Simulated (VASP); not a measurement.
Here is a VASP 6.6.1 calculation.

Contents of INCAR:

```
ALGO = Normal
EDIFF = 1E-6
ENCUT = 520
GGA = PS
ISIF = 2
ISMEAR = -1
LASPH = True
LCHARG = True
LELF = True
LREAL = False
LVHAR = True
LWAVE = False
NBANDS = 26
NELM = 100
PREC = Accurate
SIGMA = 0.1
```

File KPOINTS:

```
k-points
0
Gamma
  4 4 4
```

POSCAR

```
Y3Mg
1.0
    0.0000000000      3.9250700619      3.9250700619
    3.9250700619      0.0000000000      3.9250700619
    3.9250700619      3.9250700619      0.0000000000
Y Mg
3 1
Direct
    0.5026800000      0.5027500000      0.4961300000
    0.2499700000      0.2488600000      0.2450800000
    0.7550400000      0.7441300000      0.7513900000
    0.0082800000      0.9955100000      0.0007900000
```

Potentials or basis: VASP PAW PBE potentials, release 64 (Y_sv, Mg).

The run is started by

```sh
$ cat potpaw_PBE.64/Y_sv/POTCAR potpaw_PBE.64/Mg/POTCAR > POTCAR
$ mpirun -np 1 vasp_std > vasp.out
```

**Question.** What does it give for the largest force?

**Answer.** 0.132 eV/Å.

**Question.** Predict the pressure.

**Answer.** -2.1 GPa.

Forces on the atoms (eV/Å):
```
Y   -0.053  0.026 -0.085
Y    0.048  0.100  0.071
Y    0.024 -0.042  0.065
Mg  -0.018 -0.084 -0.050
```

Caveat: the PAW data sets were made with another functional, which shifts forces and pressure a little.
